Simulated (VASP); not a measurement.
# MnAs (P6_3/mmc) in VASP: single point with LDA

Aim: the single point of MnAs with LDA.

Everything below comes from runs of VASP 6.6.1. Logs are shortened: lines on timing, memory, paths and dates and some standing lists are left out, and cuts for length are marked.

## (1) The cell of the first run

Symmetry: P6_3/mmc, No. 194, hexagonal system. The conventional cell has a = 3.710 Å, b = 3.710 Å, c = 5.691 Å, α = 90.00°, β = 90.00°, γ = 120.00°. Within 3.4 Å of Mn (site symmetry -3m) lie 6 As at 2.57 Å and 2 Mn at 2.85 Å. As (site symmetry -6m2) has 6 Mn at 2.57 Å within 3.4 Å.

## (2) Single point, LDA, collinear spin, ferromagnetic start

The input, INCAR:

```
ALGO = Normal ; EDIFF = 1E-7
ENCUT = 520 ; GGA = CA
ISIF = 2 ; ISMEAR = 1
ISPIN = 2 ; LASPH = T
LCHARG = F ; LMAXMIX = 4
LORBIT = 11 ; LREAL = F
LWAVE = F ; MAGMOM = 4 4 0 0
NBANDS = 30 ; NELM = 150
PREC = Accurate ; SIGMA = 0.15
```

The input, KPOINTS:

```
k-points
0
Gamma
  7 7 4
```

The input, POSCAR:

```
MnAs
1.0
    3.7100000000      0.0000000000      0.0000000000
   -1.8550000000      3.2129540000      0.0000000000
    0.0000000000      0.0000000000      5.6910000000
Mn As
2 2
Direct
    0.0000000000      0.0000000000      0.0000000000
    0.0000000000      0.0000000000      0.5000000000
    0.3333330000      0.6666670000      0.2500000000
    0.6666670000      0.3333330000      0.7500000000
```

Potentials or basis: VASP PAW LDA potentials, release 64 (Mn_pv, As).

Started as:

```
$ cat potpaw_LDA.64/Mn_pv/POTCAR potpaw_LDA.64/As/POTCAR > POTCAR
$ mpirun -np 1 vasp_std > vasp.out
```

OUTCAR:

```text
EDIFF = 1E-7
   ENCUT = 520
   GGA = CA
   ISIF = 2
   ISMEAR = 1
   ISPIN = 2
   LASPH = T
   LORBIT = 11
   LREAL = F
   NELM = 150
   PREC = Accurate

 ion  position               nearest neighbor table
   1  0.000  0.000  0.000-   3 2.57   4 2.57   3 2.57   4 2.57   4 2.57   3 2.57   2 2.85   2 2.85

   2  0.000  0.000  0.500-   3 2.57   4 2.57   3 2.57   4 2.57   4 2.57   3 2.57   1 2.85   1 2.85

   3  0.333  0.667  0.250-   1 2.57   2 2.57   1 2.57   2 2.57   1 2.57   2 2.57
   4  0.667  0.333  0.750-   1 2.57   2 2.57   1 2.57   2 2.57   1 2.57   2 2.57

  LATTYP: Found a hexagonal cell.
 ALAT       =     3.7100000000
 C/A-ratio  =     1.5339622642

  Lattice vectors:

 A1 = (   3.7100000000,   0.0000000000,   0.0000000000)
 A2 = (  -1.8550000000,   3.2129540000,   0.0000000000)
 A3 = (   0.0000000000,   0.0000000000,   5.6910000000)

Analysis of symmetry for initial positions (statically):
=====================================================================
 Subroutine PRICEL returns:
 Original cell was already a primitive cell.

 Routine SETGRP: Setting up the symmetry group for a
 hexagonal supercell.

 Subroutine GETGRP returns: Found 24 space group operations
 (whereof 12 operations were pure point group operations)
 out of a pool of 24 trial point group operations.

The static configuration has the point symmetry D_3d.
 The point group associated with its full space group is D_6h.

Analysis of symmetry for dynamics (positions and initial velocities):
=====================================================================
 Subroutine PRICEL returns:
 Original cell was already a primitive cell.

 Routine SETGRP: Setting up the symmetry group for a
 hexagonal supercell.

 Subroutine GETGRP returns: Found 24 space group operations
 (whereof 12 operations were pure point group operations)
 out of a pool of 24 trial point group operations.

The dynamic configuration has the point symmetry D_3d.
 The point group associated with its full space group is D_6h.

Analysis of structural, dynamic, and magnetic symmetry:
=====================================================================
 Subroutine PRICEL returns:
 Original cell was already a primitive cell.

 Routine SETGRP: Setting up the symmetry group for a
 hexagonal supercell.

 Subroutine GETGRP returns: Found 24 space group operations
 (whereof 12 operations were pure point group operations)
 out of a pool of 24 trial point group operations.

The overall configuration has the point symmetry D_3d.
 The point group associated with its full space group is D_6h.

 Subroutine INISYM returns: Found 24 space group operations
 (whereof 12 operations are pure point group operations),
 and found     1 'primitive' translations

----------------------------------------------------------------------------------------

                                     Primitive cell

  volume of cell :      67.8371

  direct lattice vectors                    reciprocal lattice vectors
     3.710000000  0.000000000  0.000000000     0.269541779  0.155620031  0.000000000
    -1.855000000  3.212954000  0.000000000     0.000000000  0.311240061  0.000000000
     0.000000000  0.000000000  5.691000000     0.000000000  0.000000000  0.175716043

  length of vectors
     3.710000000  3.709999785  5.691000000     0.311240043  0.311240061  0.175716043

  position of ions in fractional coordinates (direct lattice)
     0.000000000  0.000000000  0.000000000
     0.000000000  0.000000000  0.500000000
     0.333333000  0.666667000  0.250000000
     0.666667000  0.333333000  0.750000000

  ion indices of the primitive-cell ions
   primitive index   ion index
                 1           1
                 2           2
                 3           3
                 4           4

----------------------------------------------------------------------------------------

 KPOINTS: k-points

Automatic generation of k-mesh.
 Grid dimensions read from file:
 generate k-points for:    7    7    4

 Generating k-lattice:

  Cartesian coordinates                     Fractional coordinates (reciprocal lattice)
     0.038505968  0.022231433  0.000000000     0.142857143  0.000000000  0.000000000
     0.000000000  0.044462866  0.000000000     0.000000000  0.142857143  0.000000000
     0.000000000  0.000000000  0.043929011     0.000000000  0.000000000  0.250000000

  Length of vectors
     0.044462863  0.044462866  0.043929011

  Shift w.r.t. Gamma in fractional coordinates (k-lattice)
     0.000000000  0.000000000  0.000000000

 Subroutine IBZKPT returns following result:
 ===========================================

 Found     24 irreducible k-points:

 Following reciprocal coordinates:
            Coordinates               Weight
  0.000000  0.000000  0.000000      1.000000
  0.142857  0.000000  0.000000      6.000000
  0.285714  0.000000  0.000000      6.000000
  0.428571  0.000000  0.000000      6.000000
  0.142857  0.142857  0.000000      6.000000
  0.285714  0.142857  0.000000     12.000000
[... 16 lines left out ...]
  0.428571  0.142857  0.500000      6.000000
  0.285714  0.285714  0.500000      6.000000
   k-points           NKPTS =     24   k-points in BZ     NKDIM =     24   number of bands    NBANDS=     30
   number of dos      NEDOS =    301   number of ions     NIONS =      4
   total plane-waves  NPLWV =  32928
   dimension x,y,z NGX =    28 NGY =   28 NGZ =   42
   dimension x,y,z NGXF=    56 NGYF=   56 NGZF=   84
   ions per type =               2   2
   NGX,Y,Z   is equivalent  to a cutoff of  12.55, 12.55, 12.27 a.u.
   NGXF,Y,Z  is equivalent  to a cutoff of  25.09, 25.09, 24.54 a.u.
 SYSTEM =  unknown system
   PREC   = accura    normal or accurate (medium, high low for compatibility)
   ISTART =      0    job   : 0-new  1-cont  2-samecut
   ICHARG =      2    charge: 1-file 2-atom 10-const
   ISPIN  =      2    spin polarized calculation?
   LNONCOLLINEAR =      F non collinear calculations
   LSORBIT =      F    spin-orbit coupling
   LASPH  =      T    aspherical Exc in radial PAW
   ENCUT  =  520.0 eV  38.22 Ry    6.18 a.u.   6.90  6.90 10.58*2*pi/ulx,y,z
   NELM   =    150;   NELMIN=  2; NELMDL= -5     # of ELM steps
   EDIFF  = 0.1E-06   stopping-criterion for ELM
   LREAL  =      F    real-space projection
   EDIFFG = 0.1E-05   stopping-criterion for IOM
   NSW    =      0    number of steps for IOM
   IBRION =     -1    ionic relax: 0-MD 1-quasi-New 2-CG
   NFREE  =      0    steps in history (QN), initial steepest desc. (CG)
   ISIF   =      2    stress and relaxation
   ISYM   =      2    0-nonsym 1-usesym 2-fastsym
   POTIM  = 0.5000    time-step for ionic-motion
   TEBEG  =    0.0;   TEEND  =   0.0 temperature during run
   PSTRESS=    0.0 pullay stress
   NELECT =      36.0000    total number of electrons
   NUPDOWN=      -1.0000    fix difference up-down
   EMIN   =  10.00;   EMAX   =-10.00  energy-range for DOS
   EFERMI =   0.00;   METHOD = LEGACY
   ISMEAR =     1;   SIGMA  =   0.15  broadening in eV -4-tet -1-fermi 0-gaus
   EFERMI_NEDOS =   21; number of points for ismear=-14 and -15
   IALGO  =     38    algorithm
   IMIX   =      4    mixing-type and parameters
     AMIX     =   0.40;   BMIX     =  1.00
     AMIX_MAG =   1.60;   BMIX_MAG =  1.00
  volume/ion in A,a.u.               =      16.96       114.45
  Fermi-wavevector in a.u.,A,eV,Ry     =   1.325419  2.504680 23.901853  1.756737
  Thomas-Fermi vector in A             =   2.454882
   LORBIT       =     11    0 simple, 1 ext, 2 COOP (PROOUT), +10 PAW based schemes
   GGA     = CA    functional components
   LHFCALC =     F    Hartree Fock is set to
   AEXX    =    0.0000 exact exchange contribution
   IVDW    =     0    specifies the selected vdW correction
   LEPSILON=     F    determine dielectric tensor
   LRPA    =     F    only Hartree local field effects (RPA)
 spin polarized calculation
 Methfessel and Paxton  Order N= 1 SIGMA  =   0.15
  energy-cutoff  :      520.00
  volume of cell :       67.84
 maximum number of plane-waves:      1844
 NGX is ok and might be reduce to    28
   NGX = 13   NGY = 13   NGZ = 21

 number of electron      35.9999987 magnetization       5.6495531

 Free energy of the ion-electron system (eV)
  ---------------------------------------------------
  ext. energy  EPLUGINS =         0.00000000
  ---------------------------------------------------
  free energy    TOTEN  =       -30.97539863 eV

  energy without entropy =      -30.97425951  energy(sigma->0) =      -30.97501892

 E-fermi :   6.5811     XC(G=0): -11.4147

 val. band max:        6.5764924174   @ k =   0.1429   0.1429   0.2500
 cond. band min:       6.5954324118   @ k =   0.1429   0.0000   0.0000
 fundamental gap:      0.0189399943
 Fermi energy:         6.5811317593

 spin component 1

 k-point     1 :       0.0000    0.0000    0.0000
  band No.  band energies     occupation
      1     -42.5049      1.00000
      2     -42.5049      1.00000
      3     -42.4951      1.00000
      4     -42.4951      1.00000
      5     -42.3452      1.00000
      6     -42.2437      1.00000
[... 781 lines left out ...]
     29      15.6403      0.00000
     30      15.6403      0.00000
 Fermi energy:         6.5811317593

 spin component 2

 k-point     1 :       0.0000    0.0000    0.0000
  band No.  band energies     occupation
      1     -39.6623      1.00000
      2     -39.6623      1.00000
      3     -39.6599      1.00000
      4     -39.6506      1.00000
      5     -39.6506      1.00000
      6     -39.5437      1.00000
[... 781 lines left out ...]
     29      16.1220      0.00000
     30      16.1220      0.00000

------------------------ aborting loop because EDIFF is reached ----------------------------------------

  FORCE on cell =-STRESS in cart. coord.  units (eV):
  Direction    XX          YY          ZZ          XY          YZ          ZX
  --------------------------------------------------------------------------------------
  -------------------------------------------------------------------------------------
  Total       -6.1301290     -6.1301281     -7.1543475      0.0000000      0.0000000      0.0000000
  in kB     -144.7815405   -144.7815182   -168.9715579      0.0000000      0.0000000      0.0000000
  external PRESSURE =    -152.8448722 kB  Pullay stress =       0.0000000 kB

 VOLUME and BASIS-vectors are now :
 -----------------------------------------------------------------------------
  energy-cutoff  :      520.00
  volume of cell :       67.84
      direct lattice vectors                 reciprocal lattice vectors
     3.710000000  0.000000000  0.000000000     0.269541779  0.155620031  0.000000000
    -1.855000000  3.212954000  0.000000000     0.000000000  0.311240061  0.000000000
     0.000000000  0.000000000  5.691000000     0.000000000  0.000000000  0.175716043

 POSITION                                       TOTAL-FORCE (eV/Angst)
 -----------------------------------------------------------------------------------
      0.00000      0.00000      0.00000         0.000000      0.000000      0.000000
      0.00000      0.00000      2.84550         0.000000      0.000000      0.000000
     -0.00000      2.14197      1.42275         0.000000     -0.000000      0.000000
      1.85500      1.07098      4.26825        -0.000000      0.000000      0.000000
 -----------------------------------------------------------------------------------
    total drift:                               -0.000000      0.000000      0.000000

  FREE ENERGIE OF THE ION-ELECTRON SYSTEM (eV)
  ---------------------------------------------------
  free  energy   TOTEN  =       -30.9753986288 eV

  energy  without entropy=      -30.9742595118  energy(sigma->0) =      -30.97501892

 total charge

# of ion       s       p       d       tot
------------------------------------------
    1        0.280   6.233   5.103  11.615
    2        0.280   6.233   5.103  11.615
    3        1.229   1.495   0.051   2.775
    4        1.229   1.495   0.051   2.775
--------------------------------------------------
tot          3.017  15.455  10.309  28.780

 magnetization (x)

# of ion       s       p       d       tot
------------------------------------------
    1        0.027   0.015   2.824   2.866
    2        0.027   0.015   2.824   2.866
    3        0.005  -0.117   0.006  -0.106
    4        0.005  -0.117   0.006  -0.106
--------------------------------------------------
tot          0.064  -0.205   5.660   5.519
```

It took 2 min on 1 thread of Intel Xeon Platinum 8259CL at 2.50GHz (Skylake/Cascade Lake), shared host; peak memory 0.2 GiB.

Results:

```yaml
Free_energy: -30.9754 eV
Pressure: -15.3 GPa
Net_moment: 5.65 μB per cell
Site_moments: Mn +2.87; As -0.11 μB
Valence_electrons_inside_the_program's_atomic_spheres: Mn 11.62; As 2.77
```

Caveat: only a ferromagnetic start was run, and an antiferromagnetic order may lie lower in energy.
